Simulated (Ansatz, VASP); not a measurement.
**One calculation of Mg, two programs**

Contents of INCAR:

```
PREC = Accurate
ENCUT = 600
EDIFF = 1E-7
ISMEAR = 0
SIGMA = 0.1
LREAL = False
LASPH = True
NELM = 80
ALGO = Fast
ISIF = 3
LWAVE = False
LCHARG = False
GGA = PE
IBRION = 2
NSW = 100
EDIFFG = -0.01
```

Contents of KPOINTS:

```
Automatic mesh
0
Gamma
  12 12 8
```

The input POSCAR:

```
Mg
1.0
    5.0315992819      0.0000000000      0.0000000000
   -2.5157996410      4.3574927998      0.0000000000
    0.0000000000      0.0000000000      5.8650730917
Mg
4
Direct
    0.0000000000      0.0000000000      0.2491283612
    0.0000000000      0.0000000000      0.7508716388
    0.3333333333      0.6666666667      0.0000000000
    0.6666666667      0.3333333333      0.0000000000
```

Input for Ansatz:

```yaml
crystal:
  lattice:
    - [5.0315992819, 0.0, 0.0]
    - [-2.515799641, 4.3574927998, 0.0]
    - [0.0, 0.0, 5.8650730917]
  atoms:
    - { symbol: Mg, position: [0.0, 0.0, 0.2491283612] }
    - { symbol: Mg, position: [0.0, 0.0, 0.7508716388] }
    - { symbol: Mg, position: [0.3333333333, 0.6666666667, 0.0] }
    - { symbol: Mg, position: [0.6666666667, 0.3333333333, 0.0] }
basis:
  ecutwfc: 420
kpoints:
  mp_grid: { grid: [12, 12, 8] }
hamiltonian:
  xc: pbe
scf:
  occupations: { method: gaussian, width: 0.1 }
output:
  forces: true
  stress: true
  eigenvalues: true
relax:
  adjacent_minimum: "off"
  f_tol: 0.01
  max_steps: 80
  cell: { stress_tol: 0.05 }
```

Alike in both runs: task relaxation of cell and atoms; functional PBE; k mesh 12 × 12 × 8; occupations gaussian, width 0.1 eV; no spin polarisation.

|  | VASP | Ansatz |
| --- | --- | --- |
| version | VASP 6.6.1 | Ansatz 0.2.0 |
| potentials or method | VASP PAW PBE potentials, release 64 (Mg), cutoff 600 eV | scalar-relativistic, plane waves, PAW |
| valence electrons in the cell | 8 | 40 |

Ansatz gave:

```
gap on the k mesh at the Fermi level, each at its own relaxed structure (eV) : none
relaxed volume (Å³/atom)                                                     : 32.09
relaxed length of the cell vector where the two differ most in proportion (Å)              : 5.046
```

**Question.** Estimate VASP's values.

**Answer.** gap on the k mesh at the Fermi level, each at its own relaxed structure (eV): none; relaxed volume (Å³/atom): 31.97; relaxed length of the cell vector where the two differ most in proportion (Å): 5.038.

A gap of «none» marks a metal or a gap that the smearing closes. VASP's potentials hold 8 valence electrons a cell and Ansatz's 40, so a difference there can come from the potentials and not from the codes.
